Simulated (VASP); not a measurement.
A run of VASP 6.6.1 is set up as follows.

INCAR

```
ALGO = Normal
EDIFF = 1E-6
ENCUT = 520
GGA = PE
ISIF = 2
ISMEAR = 0
LASPH = True
LCHARG = False
LREAL = Auto
LWAVE = False
NBANDS = 106
NELM = 60
PREC = Accurate
SIGMA = 0.05
```

Contents of KPOINTS:

```
k-points
0
Gamma
  2 3 1
```

File POSCAR:

```
Au16Cl
1.0
    8.1600000000      0.0000000000      0.0000000000
    0.0000000000      5.7699910000      0.0000000000
    0.0000000000      0.0000000000     16.3274940000
Au Cl
16 1
Direct
    0.2500000000      0.2500000433      0.0612463860
    0.7500000000      0.2500000433      0.0612463860
    0.2500000000      0.7499999567      0.0612463860
    0.7500000000      0.7499999567      0.0612463860
   -0.0008208333      0.0015637806      0.1388794876
    0.5015998775      0.0014908169      0.1392499057
   -0.0024089461      0.5016103145      0.1398855207
    0.5022401961      0.5015749591      0.1399437048
   -0.0504480392      0.2589101092      0.2908686416
    0.5525736520      0.2588135753      0.2909138414
   -0.0580469363      0.7575582007      0.2913910732
    0.5612297794      0.7571838500      0.2914126320
   -0.2486792892      0.0218080063      0.4039238355
    0.2508960784      0.0023736605      0.2613843251
   -0.2503998775      0.5269687596      0.4059864913
    0.2505819853      0.5066321594      0.2608168773
   -0.2312876225      0.3725229381      0.5388485826
```

Potentials or basis: VASP PAW PBE potentials, release 64 (Au, Cl).

Command:

```sh
$ cat potpaw_PBE.64/Au/POTCAR potpaw_PBE.64/Cl/POTCAR > POTCAR
$ mpirun -np 1 vasp_std > vasp.out
```

(1) What does it give for the band gap on the k mesh?

(2) What does it give for the largest force?

## Answers

(1) zero (an odd number of electrons rules out a gap without spin polarisation).

(2) 0.345 eV/Å.

Caveat: the k points lie up to 0.38 Å⁻¹ apart, too coarse for converged energies and pressures of a metal; there is no dipole correction, which matters where the two faces differ; spin-orbit coupling is left out, which moves the levels of the heavy elements.
